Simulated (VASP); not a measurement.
Pt: electric field gradients with PBE

Crystal: Pt.

```
CELL_PARAMETERS angstrom
2.76067 0.00000 0.00000
-1.38033 2.39081 0.00000
0.00000 0.00000 4.79213
ATOMIC_POSITIONS crystal
Pt 0.33333 0.66667 0.25000
Pt 0.66667 0.33333 0.75000
```

This isn't the form of Pt at room conditions, which is fcc.

```
Program                : VASP 6.6.1
Task                   : electric field gradients
Functional             : PBE
Potentials or basis    : VASP PAW PBE potentials, release 64 (Pt_sv_GW)
Cutoff                 : 430 eV
k mesh                 : 11 × 11 × 6
Occupations            : fermi-dirac, width 0.01 eV
Spin                   : non-collinear spin, typed start, spin-orbit coupling
Starting moments       : [[0.5, 0.0, 0.0], [-0.5, 0.0, 0.0]] μB
Dipole correction      : no
Further INCAR settings : ALGO = Normal; EDIFF = 1e-08; NBANDS = 48
```

```
Pressure                                              : -1.9 GPa
Net moment                                            : 0.00 μB per cell
Largest electric field gradient by atom               : Pt -22.4 V/Å²
Valence electrons inside the program's atomic spheres : Pt 17.98
```

Stress tensor (GPa, compression positive):
```
-1.36  0.00  0.00
 0.00 -1.36  0.00
 0.00  0.00 -3.02
```

Moments on the atoms (μB; x, y, z):
```
Pt  0.00 0.00 0.00
Pt  0.00 0.00 0.00
```

Electric field gradients, principal values (V/Å²):
| atom | least | middle | greatest (by size) |
| --- | --- | --- | --- |
| 1 Pt | 11.185 | 11.186 | -22.370 |
| 2 Pt | 11.185 | 11.186 | -22.370 |

Wall time 5.8 min on 1 thread of Intel(R) Xeon(R) Platinum 8488C (Sapphire Rapids), on a shared host, peak memory 0.45 GiB.

Caveat: without QUAD_EFG the Cq values of the log hold for a quadrupole moment of 1 mb, not for the nuclei.
